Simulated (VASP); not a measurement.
# WS2 (P6_3/mmc) in VASP: notebook

WS2 is run at these levels: PBEsol; tasks: single point.

Everything below comes from runs of VASP 6.6.1. Logs are shortened: lines on timing, memory, paths and dates and some standing lists are left out, and cuts for length are marked.

## Step 1: The cell of the first run

The structure is hexagonal, space group P6_3/mmc (No. 194). The conventional cell has a = 3.162 Å, b = 3.162 Å, c = 12.669 Å, α = 90.00°, β = 90.00°, γ = 120.00°. W (site symmetry -6m2) has 6 S at 2.40 Å and 6 W at 3.16 Å within 3.2 Å. Within 3.2 Å of S (site symmetry 3m) lie 3 W at 2.40 Å and 7 S at 3.12 to 3.16 Å.

## Step 2: Single point, PBEsol (in-plane strain +0.005, then relaxed in part)

The input, INCAR:

```
SYSTEM = WS2
  ALGO = Normal
  EDIFF = 1E-6
  ENCUT = 500
  GGA = PS
  GGA_COMPAT = .FALSE.
  ISIF = 2
  ISMEAR = 0
  LASPH = .TRUE.
  LCHARG = .TRUE.
  LELF = .TRUE.
  LREAL = .FALSE.
  LVHAR = .TRUE.
  LWAVE = .FALSE.
  NBANDS = 35
  NELM = 120
  PREC = Accurate
  SIGMA = 0.01
```

The input, KPOINTS:

```
k-points
0
G
  8 8 2
  0 0 0
```

The input, POSCAR:

```
WS2
1.0
    3.1619010119      0.0000000000      0.0000000000
   -1.5809505060      2.7382866006      0.0000000000
    0.0000000000      0.0000000000     12.6689864779
W S
2 4
Direct
    0.3333333333      0.6666666667      0.2500000000
    0.6666666667      0.3333333333      0.7500000000
    0.3333333333      0.6666666667      0.6267228807
    0.6666666667      0.3333333333      0.1267228807
    0.3333333333      0.6666666667      0.8732771193
    0.6666666667      0.3333333333      0.3732771193
```

Potentials or basis: VASP PAW PBE potentials, release 64 (W_sv, S).

Command:

```bash
$ cat potpaw_PBE.64/W_sv/POTCAR potpaw_PBE.64/S/POTCAR > POTCAR
$ mpirun -np 1 vasp_std > vasp.out
```

OUTCAR:

```text
SYSTEM = WS2
   EDIFF = 1E-6
   ENCUT = 500
   GGA = PS
   ISIF = 2
   ISMEAR = 0
   LASPH = .TRUE.
   LREAL = .FALSE.
   NELM = 120
   PREC = Accurate

 ion  position               nearest neighbor table
   1  0.333  0.667  0.250-   4 2.40   6 2.40   4 2.40   6 2.40   4 2.40   6 2.40
   2  0.667  0.333  0.750-   3 2.40   5 2.40   3 2.40   5 2.40   3 2.40   5 2.40
   3  0.333  0.667  0.627-   2 2.40   2 2.40   2 2.40
   4  0.667  0.333  0.127-   1 2.40   1 2.40   1 2.40
   5  0.333  0.667  0.873-   2 2.40   2 2.40   2 2.40
   6  0.667  0.333  0.373-   1 2.40   1 2.40   1 2.40

  LATTYP: Found a hexagonal cell.
 ALAT       =     3.1619010119
 C/A-ratio  =     4.0067625236

  Lattice vectors:

 A1 = (   3.1619010119,   0.0000000000,   0.0000000000)
 A2 = (  -1.5809505060,   2.7382866006,   0.0000000000)
 A3 = (   0.0000000000,   0.0000000000,  12.6689864779)

Analysis of symmetry for initial positions (statically):
=====================================================================
 Subroutine PRICEL returns:
 Original cell was already a primitive cell.

 Routine SETGRP: Setting up the symmetry group for a
 hexagonal supercell.

 Subroutine GETGRP returns: Found 24 space group operations
 (whereof 12 operations were pure point group operations)
 out of a pool of 24 trial point group operations.

The static configuration has the point symmetry D_3d.
 The point group associated with its full space group is D_6h.

Analysis of symmetry for dynamics (positions and initial velocities):
=====================================================================
 Subroutine PRICEL returns:
 Original cell was already a primitive cell.

 Routine SETGRP: Setting up the symmetry group for a
 hexagonal supercell.

 Subroutine GETGRP returns: Found 24 space group operations
 (whereof 12 operations were pure point group operations)
 out of a pool of 24 trial point group operations.

The dynamic configuration has the point symmetry D_3d.
 The point group associated with its full space group is D_6h.

 Subroutine INISYM returns: Found 24 space group operations
 (whereof 12 operations are pure point group operations),
 and found     1 'primitive' translations
[... 94 lines left out ...]
   LSORBIT =      F    spin-orbit coupling
   LASPH  =      T    aspherical Exc in radial PAW
   ENCUT  =  500.0 eV  36.75 Ry    6.06 a.u.   5.76  5.76 23.10*2*pi/ulx,y,z
   NELM   =    120;   NELMIN=  2; NELMDL= -5     # of ELM steps
   EDIFF  = 0.1E-05   stopping-criterion for ELM
   LREAL  =      F    real-space projection
   EDIFFG = 0.1E-04   stopping-criterion for IOM
   NSW    =      0    number of steps for IOM
   IBRION =     -1    ionic relax: 0-MD 1-quasi-New 2-CG
   NFREE  =      0    steps in history (QN), initial steepest desc. (CG)
   ISIF   =      2    stress and relaxation
   ISYM   =      2    0-nonsym 1-usesym 2-fastsym
   POTIM  = 0.5000    time-step for ionic-motion
   TEBEG  =    0.0;   TEEND  =   0.0 temperature during run
   PSTRESS=    0.0 pullay stress
   NELECT =      52.0000    total number of electrons
   NUPDOWN=      -1.0000    fix difference up-down
   EMIN   =  10.00;   EMAX   =-10.00  energy-range for DOS
   EFERMI =   0.00;   METHOD = LEGACY
   ISMEAR =     0;   SIGMA  =   0.01  broadening in eV -4-tet -1-fermi 0-gaus
   EFERMI_NEDOS =   21; number of points for ismear=-14 and -15
   IALGO  =     38    algorithm
   IMIX   =      4    mixing-type and parameters
     AMIX     =   0.40;   BMIX     =  1.00
     AMIX_MAG =   1.60;   BMIX_MAG =  1.00
  volume/ion in A,a.u.               =      18.28       123.37
  Fermi-wavevector in a.u.,A,eV,Ry     =   1.276496  2.412228 22.169919  1.629443
  Thomas-Fermi vector in A             =   2.409149
   LORBIT       =      0    0 simple, 1 ext, 2 COOP (PROOUT), +10 PAW based schemes
   GGA     = PS    functional components
   LHFCALC =     F    Hartree Fock is set to
   AEXX    =    0.0000 exact exchange contribution
   IVDW    =     0    specifies the selected vdW correction
   LEPSILON=     F    determine dielectric tensor
   LRPA    =     F    only Hartree local field effects (RPA)
 non-spin polarized calculation
 Gauss-broadening in eV      SIGMA  =   0.01
  energy-cutoff  :      500.00
  volume of cell :      109.69
 maximum number of plane-waves:      2802
 NGX is ok and might be reduce to    24
   NGX = 11   NGY = 11   NGZ = 47

 number of electron      51.9999992 magnetization

 Free energy of the ion-electron system (eV)
  ---------------------------------------------------
  ext. energy  EPLUGINS =         0.00000000
  ---------------------------------------------------
  free energy    TOTEN  =       -50.54891170 eV

  energy without entropy =      -50.54891170  energy(sigma->0) =      -50.54891170

 E-fermi :   6.9847     XC(G=0): -10.9020

 val. band max:        6.9227439812   @ k =   0.0000   0.0000   0.0000
 cond. band min:       8.1678924710   @ k =   0.2500   0.1250   0.0000
 fundamental gap:      1.2451484897
 Fermi energy:         6.9847412028

 k-point     1 :       0.0000    0.0000    0.0000
  band No.  band energies     occupation
      1     -67.5675      2.00000
      2     -67.5675      2.00000
      3     -31.8328      2.00000
      4     -31.8327      2.00000
      5     -31.6576      2.00000
      6     -31.6576      2.00000
[... 749 lines left out ...]
     34      11.7052      0.00000
     35      12.8879      0.00000

------------------------ aborting loop because EDIFF is reached ----------------------------------------

  FORCE on cell =-STRESS in cart. coord.  units (eV):
  Direction    XX          YY          ZZ          XY          YZ          ZX
  --------------------------------------------------------------------------------------
  -------------------------------------------------------------------------------------
  Total       -0.9158031     -0.9158031      0.1032017      0.0000000     -0.0000000      0.0000000
  in kB      -13.3765359    -13.3765359      1.5073998      0.0000000     -0.0000000      0.0000000
  external PRESSURE =      -8.4152240 kB  Pullay stress =       0.0000000 kB

 VOLUME and BASIS-vectors are now :
 -----------------------------------------------------------------------------
  energy-cutoff  :      500.00
  volume of cell :      109.69
      direct lattice vectors                 reciprocal lattice vectors
     3.161901012  0.000000000  0.000000000     0.316265435  0.182595934  0.000000000
    -1.580950506  2.738286601  0.000000000     0.000000000  0.365191868  0.000000000
     0.000000000  0.000000000 12.668986478     0.000000000  0.000000000  0.078932912

 POSITION                                       TOTAL-FORCE (eV/Angst)
 -----------------------------------------------------------------------------------
     -0.00000      1.82552      3.16725        -0.000000      0.000000      0.000000
      1.58095      0.91276      9.50174         0.000000     -0.000000      0.000000
     -0.00000      1.82552      7.93994         0.000000     -0.000000     -0.021394
      1.58095      0.91276      1.60545         0.000000      0.000000     -0.021394
     -0.00000      1.82552     11.06354        -0.000000     -0.000000      0.021394
      1.58095      0.91276      4.72904         0.000000      0.000000      0.021394
 -----------------------------------------------------------------------------------
    total drift:                                0.000000     -0.000000      0.000000

  FREE ENERGIE OF THE ION-ELECTRON SYSTEM (eV)
  ---------------------------------------------------
  free  energy   TOTEN  =       -50.5489116985 eV

  energy  without entropy=      -50.5489116985  energy(sigma->0) =      -50.54891170
```

OSZICAR:

```text
N       E                     dE             d eps       ncg     rms          rms(c)
DAV:   1     0.500955086259E+03    0.50096E+03   -0.27871E+04  1552   0.144E+03
DAV:   2    -0.215486974297E+02   -0.52250E+03   -0.50567E+03  1646   0.402E+02
DAV:   3    -0.524283324372E+02   -0.30880E+02   -0.30429E+02  1757   0.939E+01
DAV:   4    -0.531382426712E+02   -0.70991E+00   -0.70712E+00  1703   0.151E+01
DAV:   5    -0.531532516410E+02   -0.15009E-01   -0.14998E-01  1680   0.230E+00    0.392E+01
DAV:   6    -0.509232748770E+02    0.22300E+01   -0.74863E+00  1576   0.183E+01    0.164E+01
DAV:   7    -0.506865298354E+02    0.23675E+00   -0.24008E+00  1531   0.784E+00    0.646E+00
DAV:   8    -0.505507899197E+02    0.13574E+00   -0.37596E-01  1597   0.416E+00    0.201E+00
DAV:   9    -0.505515210067E+02   -0.73109E-03   -0.47579E-02  1763   0.110E+00    0.109E+00
DAV:  10    -0.505493909145E+02    0.21301E-02   -0.23579E-02  1666   0.988E-01    0.415E-01
DAV:  11    -0.505489087852E+02    0.48213E-03   -0.40035E-03  1528   0.386E-01    0.171E-01
DAV:  12    -0.505488924899E+02    0.16295E-04   -0.16680E-04  1609   0.767E-02    0.589E-02
DAV:  13    -0.505489090177E+02   -0.16528E-04   -0.21205E-05  1593   0.267E-02    0.424E-02
DAV:  14    -0.505489123454E+02   -0.33277E-05   -0.15891E-05  1439   0.226E-02    0.259E-02
DAV:  15    -0.505489116985E+02    0.64686E-06   -0.30369E-06  1297   0.123E-02
   1 F= -.50548912E+02 E0= -.50548912E+02  d E =-.894193E-21
```

stdout:

```text
POSCAR found type information on POSCAR W S
 POSCAR found :  2 types and       6 ions
 scaLAPACK will be used
 -----------------------------------------------------------------------------
|                                                                             |
|                                                                             |
|     You enforced a specific xc type in the INCAR file but a different       |
|     I HOPE YOU KNOW WHAT YOU ARE DOING!                                     |
|                                                                             |
 -----------------------------------------------------------------------------

 LDA part: xc-table for (Slater+PW92), standard interpolation
 POSCAR, INCAR and KPOINTS ok, starting setup
 FFT: planning ... GRIDC
 FFT: planning ... GRID_SOFT
 FFT: planning ... GRID
 WAVECAR not read
 entering main loop
```

Run time: 61 s. Hardware: 1 thread of Intel Xeon Platinum 8488C (Sapphire Rapids), shared host; peak memory 0.24 GiB.

What came out:

```
Free energy            : -50.5489 eV
Pressure               : -0.8 GPa
Largest force          : 0.021 eV/Å
Band gap on the k mesh : 1.25 eV (least direct gap 2.25 eV)
```

Forces on the atoms (eV/Å):
```
W    0.000  0.000  0.000
W    0.000  0.000  0.000
S    0.000  0.000 -0.021
S    0.000  0.000 -0.021
S    0.000  0.000  0.021
S    0.000  0.000  0.021
```

Stress tensor (GPa, compression positive):
```
-1.34  0.00  0.00
 0.00 -1.34  0.00
 0.00  0.00  0.15
```

Caveat: the cell differs from its parent crystal (in-plane strain +0.005, then relaxed in part); the PAW data sets were made with another functional, which shifts forces and pressure a little; spin-orbit coupling is left out, which moves the levels of the heavy elements; this functional lacks dispersion, which binds layers or chains, so the pressure and a relaxed spacing across them are unreliable. A k mesh can miss the band edges.

## Step 3: Single point, PBEsol (in-plane strain +0.005)

The input, INCAR:

```
SYSTEM = WS2
PREC = Accurate
ENCUT = 500
EDIFF = 1E-6
ISMEAR = 0
SIGMA = 0.01
LREAL = .False.
LASPH = .True.
NELM = 120
ALGO = Normal
ISIF = 2
LWAVE = .False.
LCHARG = .True.
GGA = PS
LELF = .True.
LVHAR = .True.
NBANDS = 35
GGA_COMPAT = .False.
```

The input, KPOINTS:

```
Automatic mesh
0
Gamma
  8 8 2
  0 0 0
```

The input, POSCAR:

```
WS2
1.0
    3.1619010119      0.0000000000      0.0000000000
   -1.5809505060      2.7382866006      0.0000000000
    0.0000000000      0.0000000000     12.6553929958
W S
2 4
Direct
    0.3333333333      0.6666666667      0.2500000000
    0.6666666667      0.3333333333      0.7500000000
    0.3333333333      0.6666666667      0.6265002607
    0.6666666667      0.3333333333      0.1265002607
    0.3333333333      0.6666666667      0.8734997393
    0.6666666667      0.3333333333      0.3734997393
```

Potentials or basis: VASP PAW PBE potentials, release 64 (W_sv, S).

Command:

```bash
$ cat potpaw_PBE.64/W_sv/POTCAR potpaw_PBE.64/S/POTCAR > POTCAR
$ mpirun -np 1 vasp_std > vasp.out
```

OUTCAR:

```text
SYSTEM = WS2
   PREC = Accurate
   ENCUT = 500
   EDIFF = 1E-6
   ISMEAR = 0
   LREAL = .False.
   LASPH = .True.
   NELM = 120
   ISIF = 2
   GGA = PS

 ion  position               nearest neighbor table
   1  0.333  0.667  0.250-   4 2.40   6 2.40   4 2.40   6 2.40   4 2.40   6 2.40
   2  0.667  0.333  0.750-   3 2.40   5 2.40   3 2.40   5 2.40   3 2.40   5 2.40
   3  0.333  0.667  0.627-   2 2.40   2 2.40   2 2.40
   4  0.667  0.333  0.127-   1 2.40   1 2.40   1 2.40
   5  0.333  0.667  0.873-   2 2.40   2 2.40   2 2.40
   6  0.667  0.333  0.373-   1 2.40   1 2.40   1 2.40

[... 962 lines left out ...]
  -------------------------------------------------------------------------------------
  Total       -0.9672061     -0.9672061     -0.0286907      0.0000000     -0.0000000      0.0000000
  in kB      -14.1425200    -14.1425200     -0.4195162      0.0000000     -0.0000000      0.0000000
  external PRESSURE =      -9.5681854 kB  Pullay stress =       0.0000000 kB

 VOLUME and BASIS-vectors are now :
 -----------------------------------------------------------------------------
  energy-cutoff  :      500.00
  volume of cell :      109.57
      direct lattice vectors                 reciprocal lattice vectors
     3.161901012  0.000000000  0.000000000     0.316265435  0.182595934  0.000000000
    -1.580950506  2.738286601  0.000000000     0.000000000  0.365191868  0.000000000
     0.000000000  0.000000000 12.655392996     0.000000000  0.000000000  0.079017696

 POSITION                                       TOTAL-FORCE (eV/Angst)
 -----------------------------------------------------------------------------------
     -0.00000      1.82552      3.16385        -0.000000      0.000000     -0.000000
      1.58095      0.91276      9.49154         0.000000     -0.000000     -0.000000
     -0.00000      1.82552      7.92861        -0.000000     -0.000000      0.002388
      1.58095      0.91276      1.60091         0.000000      0.000000      0.002388
     -0.00000      1.82552     11.05448        -0.000000     -0.000000     -0.002388
      1.58095      0.91276      4.72679         0.000000      0.000000     -0.002388
 -----------------------------------------------------------------------------------
    total drift:                               -0.000000      0.000000     -0.000000

  FREE ENERGIE OF THE ION-ELECTRON SYSTEM (eV)
  ---------------------------------------------------
  free  energy   TOTEN  =       -50.5489132066 eV

  energy  without entropy=      -50.5489132066  energy(sigma->0) =      -50.54891321
```

OSZICAR:

```text
N       E                     dE             d eps       ncg     rms          rms(c)
DAV:   1     0.499581869959E+03    0.49958E+03   -0.27822E+04  1536   0.144E+03
DAV:   2    -0.202506265041E+02   -0.51983E+03   -0.50115E+03  1620   0.398E+02
DAV:   3    -0.523753513584E+02   -0.32125E+02   -0.31640E+02  1728   0.951E+01
DAV:   4    -0.531392376060E+02   -0.76389E+00   -0.76033E+00  1722   0.153E+01
DAV:   5    -0.531548566568E+02   -0.15619E-01   -0.15614E-01  1684   0.234E+00    0.391E+01
DAV:   6    -0.509245830519E+02    0.22303E+01   -0.74776E+00  1581   0.184E+01    0.163E+01
DAV:   7    -0.506876912244E+02    0.23689E+00   -0.24035E+00  1516   0.787E+00    0.645E+00
DAV:   8    -0.505509037748E+02    0.13679E+00   -0.37510E-01  1597   0.416E+00    0.202E+00
DAV:   9    -0.505515704641E+02   -0.66669E-03   -0.47501E-02  1781   0.110E+00    0.109E+00
DAV:  10    -0.505494177030E+02    0.21528E-02   -0.24140E-02  1653   0.998E-01    0.427E-01
DAV:  11    -0.505489131236E+02    0.50458E-03   -0.42013E-03  1526   0.396E-01    0.177E-01
DAV:  12    -0.505488942841E+02    0.18839E-04   -0.17326E-04  1607   0.790E-02    0.605E-02
DAV:  13    -0.505489106068E+02   -0.16323E-04   -0.21464E-05  1608   0.268E-02    0.443E-02
DAV:  14    -0.505489139316E+02   -0.33248E-05   -0.17173E-05  1460   0.235E-02    0.267E-02
DAV:  15    -0.505489132066E+02    0.72499E-06   -0.32063E-06  1328   0.125E-02
   1 F= -.50548913E+02 E0= -.50548913E+02  d E =-.220698E-19
```

stdout:

```text
POSCAR found type information on POSCAR W S
 POSCAR found :  2 types and       6 ions
 scaLAPACK will be used
 -----------------------------------------------------------------------------
|                                                                             |
|                                                                             |
|     You enforced a specific xc type in the INCAR file but a different       |
|     I HOPE YOU KNOW WHAT YOU ARE DOING!                                     |
|                                                                             |
 -----------------------------------------------------------------------------

 LDA part: xc-table for (Slater+PW92), standard interpolation
 POSCAR, INCAR and KPOINTS ok, starting setup
 FFT: planning ... GRIDC
 FFT: planning ... GRID_SOFT
 FFT: planning ... GRID
 WAVECAR not read
 entering main loop
```

It took 72 s on 1 thread of Intel Xeon Platinum 8488C (Sapphire Rapids), shared host; peak memory 0.25 GiB.

What came out:

* Free energy: -50.5489 eV
* Pressure: -1.0 GPa
* Band gap on the k mesh: 1.24 eV (least direct gap 2.25 eV)

Forces in eV/Å, atoms in the order of the input:
```
W    0.000  0.000  0.000
W    0.000  0.000  0.000
S    0.000  0.000  0.002
S    0.000  0.000  0.002
S    0.000  0.000 -0.002
S    0.000  0.000 -0.002
```

Stress tensor (GPa, compression positive):
```
-1.41  0.00  0.00
 0.00 -1.41  0.00
 0.00  0.00 -0.04
```

Levels at points of the mesh, in eV from the valence-band top:
| k point | band 23 | band 24 | band 25 | band 26 | band 27 | band 28 | band 29 | band 30 |
| --- | --- | --- | --- | --- | --- | --- | --- | --- |
| (0.00, 0.00, 0.00) | -2.16 | -1.62 | -1.10 | 0.00 | 2.37 | 2.37 | 2.38 | 2.38 |
| (0.50, 0.00, 0.00) | -1.87 | -1.73 | -1.61 | -1.47 | 2.35 | 2.38 | 2.67 | 2.92 |
| (0.00, 0.00, 0.50) | -2.18 | -2.18 | -0.32 | -0.32 | 2.37 | 2.37 | 2.37 | 2.37 |
| (0.50, 0.00, 0.50) | -1.80 | -1.80 | -1.53 | -1.53 | 2.36 | 2.36 | 2.81 | 2.81 |

Caveat: the cell differs from its parent crystal (in-plane strain +0.005); the PAW data sets were made with another functional, which shifts forces and pressure a little; spin-orbit coupling is left out, which moves the levels of the heavy elements; this functional lacks dispersion, which binds layers or chains, so the pressure and a relaxed spacing across them are unreliable.

(Continued in part 2 of 2.)
